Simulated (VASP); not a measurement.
Mg12F (a cell with a defect), 13 atoms in the cell. The cell holds a defect, 13 atoms: a = 6.420 Å, b = 9.630 Å, c = 5.213 Å, α = 90.00°, β = 90.00°, γ = 120.00°. 

```yaml
Program: VASP 6.6.1
Task: single point
Functional: PBE
Potentials_or_basis: VASP PAW PBE potentials, release 64 (Mg, F)
Cutoff: 520 eV
k_mesh: 3 × 2 × 3
Occupations: fermi-dirac, width 0.05 eV
Spin: no spin polarisation
Dipole_correction: no
Further_INCAR_settings: ALGO = Normal; EDIFF = 1e-07; NBANDS = 28
```

Potentials or basis: VASP PAW PBE potentials, release 64 (Mg, F).

Run with:

```bash
$ cat potpaw_PBE.64/Mg/POTCAR potpaw_PBE.64/F/POTCAR > POTCAR
$ mpirun -np 1 vasp_std > vasp.out
```

Hardware: 1 thread of Intel(R) Xeon(R) Platinum 8488C (Sapphire Rapids), with other jobs on the host.

Question: Estimate the wall time of this run.

Answer: Run time: 76 s on 1 thread of Intel(R) Xeon(R) Platinum 8488C (Sapphire Rapids), with other jobs on the host, peak memory 0.37 GiB. Counts: scf iterations 14, k points 10.
